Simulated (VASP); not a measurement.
# Sn (I4/mmm) in VASP: single point with PBE+D3(BJ)

Aim: the single point of Sn with PBE+D3(BJ).

All numbers are computed with VASP 6.6.1; they aren't measurements. Logs are shortened: lines on timing, memory, paths and dates and some standing lists are left out, and cuts for length are marked.

### 1 The cell of the first run

The typed cell holds 1 atom: a = 3.376 Å, b = 3.376 Å, c = 3.376 Å, α = 120.00°, β = 120.00°, γ = 90.01°.

This isn't the form of Sn at room conditions, which is tetragonal (white tin).

### 2 Single point, PBE+D3(BJ)

Input file INCAR:

```
SYSTEM = Sn
PREC = Accurate
ENCUT = 520
EDIFF = 1E-6
ISMEAR = 0
SIGMA = 0.15
LREAL = .False.
LASPH = .True.
NELM = 100
ALGO = Fast
ISIF = 2
LWAVE = .False.
LCHARG = .False.
GGA = PE
IVDW = 12
NBANDS = 13
```

Input file KPOINTS:

```
Automatic mesh
0
Gamma
  20 20 20
  0 0 0
```

Input file POSCAR:

```
Sn
1.0
   -1.6880278518      1.6880278518      2.3868713825
    1.6880278518     -1.6880278518      2.3868713825
    1.6880278518      1.6880278518     -2.3868713825
Sn
1
Direct
    0.0000000000      0.0000000000      0.0000000000
```

Potentials or basis: VASP PAW PBE potentials, release 64 (Sn_d).

On the command line:

```bash
cat potpaw_PBE.64/Sn_d/POTCAR > POTCAR
mpirun -np 1 vasp_std > vasp.out
```

OUTCAR:

```text
SYSTEM = Sn
   PREC = Accurate
   ENCUT = 520
   EDIFF = 1E-6
   ISMEAR = 0
   LREAL = .False.
   LASPH = .True.
   NELM = 100
   ISIF = 2
   GGA = PE
   IVDW = 12
 IVDW          = 12

 ion  position               nearest neighbor table
   1  0.000  0.000  0.000-

  LATTYP: Found a body centered tetragonal cell.
 ALAT       =     3.3760557036
 C/A-ratio  =     1.4140000000

  Lattice vectors:

 A1 = (  -1.6880278518,   1.6880278518,   2.3868713825)
 A2 = (   1.6880278518,  -1.6880278518,   2.3868713825)
 A3 = (   1.6880278518,   1.6880278518,  -2.3868713825)

Analysis of symmetry for initial positions (statically):
=====================================================================
 Subroutine PRICEL returns:
 Original cell was already a primitive cell.

 Routine SETGRP: Setting up the symmetry group for a
 body centered tetragonal supercell.

 Subroutine GETGRP returns: Found 16 space group operations
 (whereof 16 operations were pure point group operations)
 out of a pool of 16 trial point group operations.

The static configuration has the point symmetry D_4h.

Analysis of symmetry for dynamics (positions and initial velocities):
=====================================================================
 Subroutine PRICEL returns:
 Original cell was already a primitive cell.

 Routine SETGRP: Setting up the symmetry group for a
 body centered tetragonal supercell.

 Subroutine GETGRP returns: Found 16 space group operations
 (whereof 16 operations were pure point group operations)
 out of a pool of 16 trial point group operations.

The dynamic configuration has the point symmetry D_4h.

 Subroutine INISYM returns: Found 16 space group operations
 (whereof 16 operations are pure point group operations),
 and found     1 'primitive' translations

----------------------------------------------------------------------------------------

                                     Primitive cell

  volume of cell :      27.2050

  direct lattice vectors                    reciprocal lattice vectors
    -1.688027852  1.688027852  2.386871382     0.000000000  0.296203643  0.209479239
     1.688027852 -1.688027852  2.386871382     0.296203643  0.000000000  0.209479239
     1.688027852  1.688027852 -2.386871382     0.296203643  0.296203643  0.000000000

  length of vectors
     3.375800802  3.375800802  3.375800802     0.362792158  0.362792158  0.418895210

  position of ions in fractional coordinates (direct lattice)
     0.000000000  0.000000000  0.000000000

  ion indices of the primitive-cell ions
   primitive index   ion index
                 1           1

----------------------------------------------------------------------------------------

 KPOINTS: Automatic mesh

Automatic generation of k-mesh.
 Grid dimensions read from file:
 generate k-points for:   20   20   20

 Generating k-lattice:

  Cartesian coordinates                     Fractional coordinates (reciprocal lattice)
     0.000000000  0.014810182  0.010473962     0.050000000  0.000000000  0.000000000
     0.014810182  0.000000000  0.010473962     0.000000000  0.050000000  0.000000000
     0.014810182  0.014810182  0.000000000     0.000000000  0.000000000  0.050000000

  Length of vectors
     0.018139608  0.018139608  0.020944760

  Shift w.r.t. Gamma in fractional coordinates (k-lattice)
     0.000000000  0.000000000  0.000000000

 Subroutine IBZKPT returns following result:
 ===========================================

 Found    641 irreducible k-points:

 Following reciprocal coordinates:
            Coordinates               Weight
  0.000000  0.000000  0.000000      1.000000
  0.050000 -0.000000  0.000000      8.000000
  0.100000 -0.000000  0.000000      8.000000
  0.150000  0.000000  0.000000      8.000000
  0.200000 -0.000000  0.000000      8.000000
  0.250000 -0.000000  0.000000      8.000000
[... 16 lines left out ...]
 -0.400000  0.050000  0.000000     16.000000
 -0.350000  0.050000 -0.000000     16.000000
 [... further k-points ...]
   k-points           NKPTS =    641   k-points in BZ     NKDIM =    641   number of bands    NBANDS=     13
   number of dos      NEDOS =    301   number of ions     NIONS =      1
   total plane-waves  NPLWV =  21952
   dimension x,y,z NGX =    28 NGY =   28 NGZ =   28
   dimension x,y,z NGXF=    56 NGYF=   56 NGZF=   56
   ions per type =               1
   NGX,Y,Z   is equivalent  to a cutoff of  13.79, 13.79, 13.79 a.u.
   NGXF,Y,Z  is equivalent  to a cutoff of  27.58, 27.58, 27.58 a.u.
 SYSTEM =  Sn
   PREC   = accura    normal or accurate (medium, high low for compatibility)
   ISTART =      0    job   : 0-new  1-cont  2-samecut
   ICHARG =      2    charge: 1-file 2-atom 10-const
   ISPIN  =      1    spin polarized calculation?
   LNONCOLLINEAR =      F non collinear calculations
   LSORBIT =      F    spin-orbit coupling
   LASPH  =      T    aspherical Exc in radial PAW
   ENCUT  =  520.0 eV  38.22 Ry    6.18 a.u.   6.28  6.28  6.28*2*pi/ulx,y,z
   NELM   =    100;   NELMIN=  2; NELMDL= -5     # of ELM steps
   EDIFF  = 0.1E-05   stopping-criterion for ELM
   LREAL  =      F    real-space projection
   EDIFFG = 0.1E-04   stopping-criterion for IOM
   NSW    =      0    number of steps for IOM
   IBRION =     -1    ionic relax: 0-MD 1-quasi-New 2-CG
   NFREE  =      0    steps in history (QN), initial steepest desc. (CG)
   ISIF   =      2    stress and relaxation
   ISYM   =      2    0-nonsym 1-usesym 2-fastsym
   POTIM  = 0.5000    time-step for ionic-motion
   TEBEG  =    0.0;   TEEND  =   0.0 temperature during run
   PSTRESS=    0.0 pullay stress
   NELECT =      14.0000    total number of electrons
   NUPDOWN=      -1.0000    fix difference up-down
   EMIN   =  10.00;   EMAX   =-10.00  energy-range for DOS
   EFERMI =   0.00;   METHOD = LEGACY
   ISMEAR =     0;   SIGMA  =   0.15  broadening in eV -4-tet -1-fermi 0-gaus
   EFERMI_NEDOS =   21; number of points for ismear=-14 and -15
   IALGO  =     68    algorithm
   IMIX   =      4    mixing-type and parameters
     AMIX     =   0.40;   BMIX     =  1.00
     AMIX_MAG =   1.60;   BMIX_MAG =  1.00
  volume/ion in A,a.u.               =      27.20       183.59
  Fermi-wavevector in a.u.,A,eV,Ry     =   1.311902  2.479136 23.416813  1.721087
  Thomas-Fermi vector in A             =   2.442332
   LORBIT       =      0    0 simple, 1 ext, 2 COOP (PROOUT), +10 PAW based schemes
   GGA     = PE    functional components
   LHFCALC =     F    Hartree Fock is set to
   AEXX    =    0.0000 exact exchange contribution
   IVDW    =    12    specifies the selected vdW correction
   LEPSILON=     F    determine dielectric tensor
   LRPA    =     F    only Hartree local field effects (RPA)
 non-spin polarized calculation
 RMM-DIIS sequential band-by-band and
 Gauss-broadening in eV      SIGMA  =   0.15
  energy-cutoff  :      520.00
  volume of cell :       27.20
 maximum number of plane-waves:       754
 NGX is ok and might be reduce to    28
   NGX = 13   NGY = 13   NGZ = 13

 number of electron      14.0000004 magnetization

 Free energy of the ion-electron system (eV)
  ---------------------------------------------------
  ext. energy  EPLUGINS =         0.00000000
  ---------------------------------------------------
  free energy    TOTEN  =        -3.78347149 eV

  energy without entropy =       -3.77662113  energy(sigma->0) =       -3.78004631

 E-fermi :   8.1573     XC(G=0): -10.3591

 val. band max:        8.1565455538   @ k =  -0.3000   0.0500  -0.0000
 cond. band min:       8.1586222664   @ k =  -0.2500  -0.2500   0.0500
 fundamental gap:      0.0020767126
 Fermi energy:         8.1572620330

 k-point     1 :       0.0000    0.0000    0.0000
  band No.  band energies     occupation
      1     -13.4335      2.00000
      2     -13.4335      2.00000
      3     -13.4334      2.00000
      4     -13.3566      2.00000
      5     -13.3565      2.00000
      6      -2.9998      2.00000
      7      15.8270      0.00000
      8      15.8273      0.00000
      9      15.8273      0.00000
     10      18.7360      0.00000
     11      19.9600      0.00000
     12      19.9601      0.00000
     13      19.9607      0.00000

 k-point     2 :       0.0500   -0.0000    0.0000
  band No.  band energies     occupation
      1     -13.4333      2.00000
      2     -13.4314      2.00000
      3     -13.4313      2.00000
      4     -13.3567      2.00000
      5     -13.3566      2.00000
      6      -2.9484      2.00000
      7      15.2170      0.00000
      8      15.7417      0.00000
      9      15.7417      0.00000
     10      18.3802      0.00000
     11      20.1069      0.00000
     12      20.1073      0.00000
     13      20.7878      0.00000

 k-point     3 :       0.1000   -0.0000    0.0000
  band No.  band energies     occupation
      1     -13.4328      2.00000
      2     -13.4257      2.00000
      3     -13.4256      2.00000
      4     -13.3565      2.00000
      5     -13.3564      2.00000
      6      -2.7939      2.00000
      7      13.8489      0.00000
      8      15.5194      0.00000
      9      15.5197      0.00000
     10      18.0884      0.00000
     11      20.4963      0.00000
     12      20.4966      0.00000
     13      21.7359      0.00000
[... 305 lines left out ...]
 k-point    23 :      -0.4000    0.0500    0.0000
  band No.  band energies     occupation
      1     -13.4325      2.00000
      2     -13.4215      2.00000
      3     -13.4179      2.00000
      4     -13.3030      2.00000
      5     -13.2895      2.00000
      6       0.0271      2.00000
      7       5.4632      2.00000
      8      13.6475      0.00000
      9      13.9020      0.00000
     10      17.4053      0.00000
     11      18.9182      0.00000
     12      19.6049      0.00000
     13      19.9844      0.00000

 k-point    24 :      -0.3500    0.0500   -0.0000
  band No.  band energies     occupation
      1     -13.4329      2.00000
      2     -13.4176      2.00000
      3     -13.4139      2.00000
      4     -13.3183      2.00000
      5     -13.3018      2.00000
      6      -0.6779      2.00000
      7       6.7512      2.00000
      8      13.7232      0.00000
      9      14.1800      0.00000
     10      17.5415      0.00000
     11      19.0063      0.00000
     12      20.0441      0.00000
     13      20.3841      0.00000

 [... further k-points ...]

------------------------ aborting loop because EDIFF is reached ----------------------------------------

 Edisp (eV)   -0.38454

 E8    (eV) :    -0.1846

  FORCE on cell =-STRESS in cart. coord.  units (eV):
  Direction    XX          YY          ZZ          XY          YZ          ZX
  --------------------------------------------------------------------------------------
  -------------------------------------------------------------------------------------
  Total      -0.13106    -0.13106    -0.13120     0.00000     0.00000     0.00000
  in kB      -7.71831    -7.71831    -7.72693     0.00000     0.00000     0.00000
  external pressure =       -7.72 kB  Pullay stress =        0.00 kB

 VOLUME and BASIS-vectors are now :
 -----------------------------------------------------------------------------
  energy-cutoff  :      520.00
  volume of cell :       27.20
      direct lattice vectors                 reciprocal lattice vectors
    -1.688027852  1.688027852  2.386871382     0.000000000  0.296203643  0.209479239
     1.688027852 -1.688027852  2.386871382     0.296203643  0.000000000  0.209479239
     1.688027852  1.688027852 -2.386871382     0.296203643  0.296203643  0.000000000

 POSITION                                       TOTAL-FORCE (eV/Angst)
 -----------------------------------------------------------------------------------
      0.00000      0.00000      0.00000         0.000000      0.000000      0.000000
 -----------------------------------------------------------------------------------
    total drift:                               -0.000000     -0.000000     -0.000000

  FREE ENERGIE OF THE ION-ELECTRON SYSTEM (eV)
  ---------------------------------------------------
  free  energy   TOTEN  =        -4.1680140062 eV

  energy  without entropy=       -4.1611636450  energy(sigma->0) =       -4.16458883
```

Wall time 6.2 min (1 thread of Intel Xeon 8259CL, shared host); peak memory 0.34 GiB.

What came out:

```
Free energy                : -4.1680 eV
Pressure                   : -0.8 GPa
Band gap on the k mesh     : zero (bands 7 and 8 overlap by 9.66 eV)
Dispersion energy per atom : -0.385 eV
```

Levels at points of the mesh, in eV from the Fermi level:
```
           k point  band 3  band 4  band 5  band 6  band 7  band 8  band 9  band 10  band 11  band 12
(0.00, 0.00, 0.00)  -21.59  -21.51  -21.51  -11.16    7.67    7.67    7.67    10.58    11.80    11.80
(0.50, 0.00, 0.00)  -21.58  -21.44  -21.44   -6.82   -4.66    5.76    5.76     9.96    10.20    10.61
(0.50, 0.50, 0.00)  -21.44  -21.42  -21.42   -4.91   -3.66    2.03    2.03     5.37     5.74    20.03
(0.50, 0.50, 0.50)  -21.44  -21.42  -21.42   -4.91   -3.65    2.03    2.03     5.37     5.74    20.03
```

Caveat: spin-orbit coupling is left out, which moves the levels of the heavy elements.
